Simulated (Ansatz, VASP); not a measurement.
**Li2HgI4: VASP beside Ansatz**

```
Li Hg I
1.0
    -3.28762    3.28762    6.31913
     3.28762   -3.28762    6.31913
     3.28762    3.28762   -6.31913
Li Hg I
2 1 4
Cartesian
  3.2876 0.0000 3.1596
  0.0000 3.2876 3.1596
  0.0000 0.0000 0.0000
  1.6165 -1.6165 7.9343
  1.6711 1.6711 -1.6152
  1.6165 1.6165 4.7039
  -1.6165 1.6165 7.9343
```

Alike in both runs: functional PBE; k mesh 6 × 6 × 6; no spin polarisation.

Ansatz relaxed the structure, and its values are those at the end. VASP's run is a single point on that final structure, the one shown.

```csv
,VASP,Ansatz
version,VASP 6.6.1,Ansatz 0.2.0
potentials or method,"VASP PAW PBE potentials, release 64 (Li_sv, Hg, I), cutoff 520 eV","scalar-relativistic, plane waves, PAW"
occupations,"gaussian, width 0.01 eV",fixed
valence electrons in the cell,46,94
```

Ansatz gave:

```
gap on the k mesh at the Fermi level (eV) : 2.18
least direct gap on the mesh (eV)         : 2.18
rms of the force components (eV/Å)        : 0.000
```

Q: Which values does VASP return?

A: gap on the k mesh at the Fermi level (eV): 2.18; least direct gap on the mesh (eV): 2.18; rms of the force components (eV/Å): 0.006.

VASP's potentials hold 46 valence electrons a cell and Ansatz's 94, so a difference there can come from the potentials and not from the codes.

Spin-orbit coupling is off throughout. Noted on VASP's run: the cutoff is short for stress, so the pressure is rough.
